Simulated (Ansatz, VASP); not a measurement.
# AlN: VASP beside Ansatz

```
Al N
1.0
     0.00000    2.01469    2.01469
     2.01469    0.00000    2.01469
     2.01469    2.01469    0.00000
Al N
1 1
Direct
  0.00000 0.00000 0.00000
  0.50000 0.50000 0.50000
```

Alike in both runs: task single point; functional PBE; k mesh 8 × 8 × 8; no spin polarisation.

|  | VASP | Ansatz |
| --- | --- | --- |
| version | VASP 6.6.1 | Ansatz 0.2.0 |
| potentials or method | VASP PAW PBE potentials, release 64 (Al, N) | plane waves, PAW |
| plane-wave cutoff (eV) | 520 | 420 |
| occupations | gaussian, width 0.01 eV | fixed |
| valence electrons in the cell | 8 | 8 |

```tsv
	VASP	Ansatz	Ansatz less VASP
gap on the k mesh at the Fermi level (eV)	4.71	4.73	+0.023
pressure (GPa)	7.9	8.2	+0.30
```
